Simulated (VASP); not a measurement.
## Ag: single point with PBEsol

The system is Ag.

```
CELL_PARAMETERS angstrom
0.00000 1.96138 1.96138
1.96138 0.00000 1.96138
1.96138 1.96138 0.00000
ATOMIC_POSITIONS crystal
Ag 0.00000 0.00000 0.00000
```

This cell differs from its parent crystal: strain -0.040 along x and y, -0.040 along z.

```
Program             : VASP 6.6.1
Task                : single point
Functional          : PBEsol
Potentials or basis : VASP PAW PBE potentials, release 64 (Ag)
Cutoff              : 520 eV
k mesh              : 20 × 20 × 20
Occupations         : gaussian, width 0.15 eV
Spin                : no spin polarisation
```

```yaml
Pressure: 15.2 GPa
```

Levels at points of the mesh, in eV from the Fermi level:
| k point | band 3 | band 4 | band 5 | band 6 | band 7 | band 8 | band 9 | band 10 |
| --- | --- | --- | --- | --- | --- | --- | --- | --- |
| (0.00, 0.00, 0.00) | -5.26 | -5.26 | -3.97 | -3.97 | 16.19 | 20.49 | 20.49 | 20.49 |
| (0.50, 0.00, 0.00) | -5.30 | -2.98 | -2.98 | -0.82 | 4.32 | 15.44 | 19.07 | 19.07 |
| (0.50, 0.50, 0.00) | -3.01 | -2.72 | -2.72 | 1.42 | 7.73 | 11.22 | 11.22 | 18.71 |

It took 19 s on 1 thread of AMD EPYC 9R45 (Zen 5) (shared host), peak memory 0.14 GiB.

Caveat: the cell differs from its parent crystal (strain -0.040 along x and y, -0.040 along z); the PAW data sets were made with another functional, which shifts forces and pressure a little.
